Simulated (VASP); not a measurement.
# LiH (Fm-3m) in VASP: notebook, part 2 of 2

VASP 6.6.1. Earlier steps stand in the parts before.

## 3. Single point, PBE

This run uses another cell than the first one: it holds 16 atoms, not 32.

Contents of INCAR:

```
PREC     = Accurate       # precision mode
ENCUT    = 750            # plane-wave cutoff, eV
EDIFF    = 1E-6           # SCF threshold, eV
ISMEAR   = 1              # smearing method
SIGMA    = 0.01           # smearing width, eV
LREAL    = False          # projectors in reciprocal space
LASPH    = True           # aspherical terms in the spheres
NELM     = 120            # most SCF steps
ALGO     = Normal         # electronic algorithm
ISIF     = 2              # what is computed and relaxed
LWAVE    = False          # write WAVECAR
LCHARG   = True           # write CHGCAR
GGA      = PE             # functional
LELF     = True           # ELF
LVHAR    = True         
NBANDS   = 30             # bands
GGA_COMPAT= False
```

Contents of KPOINTS:

```
regular mesh
0
Gamma
  2 2 2
```

Contents of POSCAR:

```
LiH
1.0
    0.0000000000      4.0071000518     -4.0071000518
    4.0071000518      4.0071000518      0.0000000000
    4.0071000518      0.0000000000     -4.0071000518
Li H
8 8
Direct
    0.5000000000      0.5000000000      0.0000000000
    0.5000000000      0.0000000000      0.0000000000
    1.0000000000      0.5000000000      0.0000000000
    1.0000000000      0.0000000000      0.0000000000
    0.5000000000      0.5000000000      0.5000000000
    0.5000000000      0.0000000000      0.5000000000
    1.0000000000      0.5000000000      0.5000000000
    1.0000000000      0.0000000000      0.5000000000
    0.2500000000      0.7500000000      0.2500000000
    0.2500000000      0.2500000000      0.2500000000
    0.7500000000      0.7500000000      0.2500000000
    0.7500000000      0.2500000000      0.2500000000
    0.2500000000      0.7500000000      0.7500000000
    0.2500000000      0.2500000000      0.7500000000
    0.7500000000      0.7500000000      0.7500000000
    0.7500000000      0.2500000000      0.7500000000
```

Potentials or basis: VASP PAW PBE potentials, release 64 (Li_sv, H).

Launch:

```sh
$ cat potpaw_PBE.64/Li_sv/POTCAR potpaw_PBE.64/H/POTCAR > POTCAR
$ mpirun -np 1 vasp_std > vasp.out
```

OUTCAR:

```text
PREC = Accurate
   ENCUT = 750
   EDIFF = 1E-6
   ISMEAR = 1
   LREAL = False
   LASPH = True
   NELM = 120
   ISIF = 2
   GGA = PE

 ion  position               nearest neighbor table
   1  0.500  0.500  0.000-
   2  0.500  0.000  0.000-
   3  0.000  0.500  0.000-
   4  0.000  0.000  0.000-
   5  0.500  0.500  0.500-
   6  0.500  0.000  0.500-
[... 8 lines left out ...]
  15  0.750  0.750  0.750-
  16  0.750  0.250  0.750-
[... 6 lines left out ...]
 A1 = (   0.0000000000,   4.0071000518,  -4.0071000518)
 A2 = (   4.0071000518,   4.0071000518,   0.0000000000)
 A3 = (   4.0071000518,   0.0000000000,  -4.0071000518)

Analysis of symmetry for initial positions (statically):
=====================================================================
 Subroutine PRICEL returns following result:

  LATTYP: Found a face centered cubic cell.
 ALAT       =     4.0071000518

  Lattice vectors:

 A1 = (   0.0000000000,   2.0035500259,  -2.0035500259)
 A2 = (   2.0035500259,   2.0035500259,   0.0000000000)
 A3 = (   2.0035500259,   0.0000000000,  -2.0035500259)

   8 primitive cells build up your supercell.

 Routine SETGRP: Setting up the symmetry group for a
 face centered cubic supercell.

 Subroutine GETGRP returns: Found 48 space group operations
 (whereof 48 operations were pure point group operations)
 out of a pool of 48 trial point group operations.

The static configuration has the point symmetry O_h .

Analysis of symmetry for dynamics (positions and initial velocities):
=====================================================================
 Subroutine PRICEL returns following result:

  LATTYP: Found a face centered cubic cell.
 ALAT       =     4.0071000518

  Lattice vectors:

 A1 = (   0.0000000000,   2.0035500259,  -2.0035500259)
 A2 = (   2.0035500259,   2.0035500259,   0.0000000000)
 A3 = (   2.0035500259,   0.0000000000,  -2.0035500259)

   8 primitive cells build up your supercell.

 Routine SETGRP: Setting up the symmetry group for a
 face centered cubic supercell.

 Subroutine GETGRP returns: Found 48 space group operations
 (whereof 48 operations were pure point group operations)
 out of a pool of 48 trial point group operations.

The dynamic configuration has the point symmetry O_h .

 Subroutine INISYM returns: Found 48 space group operations
 (whereof 48 operations are pure point group operations),
 and found     8 'primitive' translations

----------------------------------------------------------------------------------------

                                     Primitive cell

  volume of cell :      16.0854

  direct lattice vectors                    reciprocal lattice vectors
     0.000000000  2.003550026 -2.003550026    -0.249557033  0.249557033 -0.249557033
     2.003550026  2.003550026  0.000000000     0.249557033  0.249557033  0.249557033
     2.003550026  0.000000000 -2.003550026     0.249557033 -0.249557033 -0.249557033

  length of vectors
     2.833447620  2.833447620  2.833447620     0.432245461  0.432245461  0.432245461
[... 27 lines left out ...]

  Shift w.r.t. Gamma in fractional coordinates (k-lattice)
     0.000000000  0.000000000  0.000000000

 Subroutine IBZKPT returns following result:
 ===========================================

 Found      3 irreducible k-points:

 Following reciprocal coordinates:
            Coordinates               Weight
  0.000000  0.000000  0.000000      1.000000
  0.500000  0.000000  0.000000      4.000000
  0.500000  0.500000  0.000000      3.000000
   k-points           NKPTS =      3   k-points in BZ     NKDIM =      3   number of bands    NBANDS=     30
   number of dos      NEDOS =    301   number of ions     NIONS =     16
   total plane-waves  NPLWV = 157464
   dimension x,y,z NGX =    54 NGY =   54 NGZ =   54
   dimension x,y,z NGXF=   108 NGYF=  108 NGZF=  108
   ions per type =               8   8
   NGX,Y,Z   is equivalent  to a cutoff of  15.84, 15.84, 15.84 a.u.
   NGXF,Y,Z  is equivalent  to a cutoff of  31.68, 31.68, 31.68 a.u.
 SYSTEM =  unknown system
   PREC   = accura    normal or accurate (medium, high low for compatibility)
   ISTART =      0    job   : 0-new  1-cont  2-samecut
   ICHARG =      2    charge: 1-file 2-atom 10-const
   ISPIN  =      1    spin polarized calculation?
   LNONCOLLINEAR =      F non collinear calculations
   LSORBIT =      F    spin-orbit coupling
   LASPH  =      T    aspherical Exc in radial PAW
   ENCUT  =  750.0 eV  55.12 Ry    7.42 a.u.  12.65 12.65 12.65*2*pi/ulx,y,z
   NELM   =    120;   NELMIN=  2; NELMDL= -5     # of ELM steps
   EDIFF  = 0.1E-05   stopping-criterion for ELM
   LREAL  =      F    real-space projection
   EDIFFG = 0.1E-04   stopping-criterion for IOM
   NSW    =      0    number of steps for IOM
   IBRION =     -1    ionic relax: 0-MD 1-quasi-New 2-CG
   NFREE  =      0    steps in history (QN), initial steepest desc. (CG)
   ISIF   =      2    stress and relaxation
   ISYM   =      2    0-nonsym 1-usesym 2-fastsym
   POTIM  = 0.5000    time-step for ionic-motion
   TEBEG  =    0.0;   TEEND  =   0.0 temperature during run
   PSTRESS=    0.0 pullay stress
   NELECT =      32.0000    total number of electrons
   NUPDOWN=      -1.0000    fix difference up-down
   EMIN   =  10.00;   EMAX   =-10.00  energy-range for DOS
   EFERMI =   0.00;   METHOD = LEGACY
   ISMEAR =     1;   SIGMA  =   0.01  broadening in eV -4-tet -1-fermi 0-gaus
   EFERMI_NEDOS =   21; number of points for ismear=-14 and -15
   IALGO  =     38    algorithm
   IMIX   =      4    mixing-type and parameters
     AMIX     =   0.40;   BMIX     =  1.00
     AMIX_MAG =   1.60;   BMIX_MAG =  1.00
  volume/ion in A,a.u.               =       8.04        54.27
  Fermi-wavevector in a.u.,A,eV,Ry     =   1.029480  1.945435 14.419854  1.059829
  Thomas-Fermi vector in A             =   2.163530
   LORBIT       =      0    0 simple, 1 ext, 2 COOP (PROOUT), +10 PAW based schemes
   GGA     = PE    functional components
   LHFCALC =     F    Hartree Fock is set to
   AEXX    =    0.0000 exact exchange contribution
   IVDW    =     0    specifies the selected vdW correction
   LEPSILON=     F    determine dielectric tensor
   LRPA    =     F    only Hartree local field effects (RPA)
 non-spin polarized calculation
 Methfessel and Paxton  Order N= 1 SIGMA  =   0.01
  energy-cutoff  :      750.00
  volume of cell :      128.68
 maximum number of plane-waves:      5996
 NGX is ok and might be reduce to    54

 number of electron      32.0000000 magnetization

 Free energy of the ion-electron system (eV)
  ---------------------------------------------------
  ext. energy  EPLUGINS =         0.00000000
  ---------------------------------------------------
  free energy    TOTEN  =       -48.89957659 eV

  energy without entropy =      -48.89957659  energy(sigma->0) =      -48.89957659

 E-fermi :   0.2049     XC(G=0):  -8.5094

 val. band max:        0.1110903021   @ k =   0.0000   0.0000   0.0000
 cond. band min:       3.0798315060   @ k =   0.0000   0.0000   0.0000
 fundamental gap:      2.9687412040
 Fermi energy:         0.2048970781

 k-point     1 :       0.0000    0.0000    0.0000
  band No.  band energies     occupation
      1     -44.1966      2.00000
      2     -44.1503      2.00000
      3     -44.1503      2.00000
      4     -44.1503      2.00000
      5     -44.1503      2.00000
      6     -44.1362      2.00000
[... 82 lines left out ...]
     27       8.4129      0.00000
     28       8.4129      0.00000
 [bands above 28 left out]

------------------------ aborting loop because EDIFF is reached ----------------------------------------

  FORCE on cell =-STRESS in cart. coord.  units (eV):
  Direction    XX          YY          ZZ          XY          YZ          ZX
  --------------------------------------------------------------------------------------
  -------------------------------------------------------------------------------------
  Total        0.1230658      0.1230658      0.1230658      0.0000000     -0.0000000      0.0000000
  in kB        1.5322428      1.5322428      1.5322428      0.0000000     -0.0000000      0.0000000
  external PRESSURE =       1.5322428 kB  Pullay stress =       0.0000000 kB

 VOLUME and BASIS-vectors are now :
 -----------------------------------------------------------------------------
  energy-cutoff  :      750.00
  volume of cell :      128.68
      direct lattice vectors                 reciprocal lattice vectors
     0.000000000  4.007100052 -4.007100052    -0.124778517  0.124778517 -0.124778517
     4.007100052  4.007100052  0.000000000     0.124778517  0.124778517  0.124778517
     4.007100052  0.000000000 -4.007100052     0.124778517 -0.124778517 -0.124778517

 POSITION                                       TOTAL-FORCE (eV/Angst)
 -----------------------------------------------------------------------------------
      2.00355      4.00710     -2.00355        -0.000000     -0.000000      0.000000
      0.00000      2.00355     -2.00355         0.000000     -0.000000      0.000000
      2.00355      2.00355      0.00000         0.000000     -0.000000      0.000000
      0.00000      0.00000      0.00000        -0.000000     -0.000000     -0.000000
      4.00710      4.00710     -4.00710        -0.000000     -0.000000     -0.000000
      2.00355      2.00355     -4.00710        -0.000000     -0.000000     -0.000000
[... 8 lines left out ...]
      6.01065      6.01065     -6.01065        -0.000000      0.000000     -0.000000
      4.00710      4.00710     -6.01065        -0.000000      0.000000     -0.000000
 -----------------------------------------------------------------------------------
    total drift:                               -0.000000     -0.000000     -0.000000

  FREE ENERGIE OF THE ION-ELECTRON SYSTEM (eV)
  ---------------------------------------------------
  free  energy   TOTEN  =       -48.8995765940 eV

  energy  without entropy=      -48.8995765940  energy(sigma->0) =      -48.89957659
```

Run time: 74 s. Hardware: 1 thread of Intel Xeon 8259CL, shared host; peak memory 0.38 GiB.

Results:

```
Free energy            : -48.8996 eV
Pressure               : 0.2 GPa
Band gap on the k mesh : 2.97 eV
```

Caveat: the k points lie up to 0.68 Å⁻¹ apart.
